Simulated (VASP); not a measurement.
Si:

```
CELL_PARAMETERS angstrom
-1.62691 1.62691 1.32033
1.62691 -1.62691 1.32033
1.62691 1.62691 -1.32033
ATOMIC_POSITIONS crystal
Si 0.00000 0.00000 0.00000
```

* Program: VASP 6.6.1
* Task: relaxation of cell and atoms
* Functional: PBEsol
* Potentials or basis: VASP PAW PBE potentials, release 64 (Si)
* Cutoff: 600 eV
* k mesh: 13 × 13 × 13
* Occupations: fermi-dirac, width 0.05 eV
* Spin: no spin polarisation

At the start: pressure 1.1 GPa; volume 13.98 Å³/atom.

Task: Where does the relaxation end?

Result: Over 12 steps the energy falls by 7.5 meV/atom and the volume is 14.16 Å³/atom (+1.3 %); space group I4/mmm (No. 139, to 0.05 Å).

Step by step:
| step | energy change (eV) | largest force (eV/Å) | pressure (GPa) | volume (Å³) |
| --- | --- | --- | --- | --- |
| 1 | 0.0000 | 0.0000 | 1.08 | 13.98 |
| 2 | -0.0029 | 0.0000 | -0.29 | 14.17 |
| 3 | -0.0003 | 0.0000 | -3.75 | 14.74 |
| 4 | -0.0044 | 0.0000 | -1.36 | 14.34 |
| 5 | -0.0046 | 0.0000 | -1.93 | 14.44 |
| 6 | -0.0054 | 0.0000 | -2.00 | 14.45 |
| 7 | -0.0055 | 0.0000 | -2.05 | 14.46 |
| 8 | -0.0064 | 0.0000 | -1.55 | 14.38 |
| 9 | -0.0075 | 0.0000 | 0.04 | 14.15 |
| 10 | -0.0075 | 0.0000 | 0.01 | 14.15 |
| 11 | -0.0075 | 0.0000 | 0.01 | 14.16 |
| 12 | -0.0075 | 0.0000 | 0.00 | 14.16 |

Final structure:
```
Si
1.0
    -1.65652    1.65652    1.28976
     1.65652   -1.65652    1.28976
     1.65652    1.65652   -1.28976
Si
1
Direct
  0.00000 0.00000 0.00000
```

Caveat: the PAW data sets were made with another functional, which shifts forces and pressure a little.
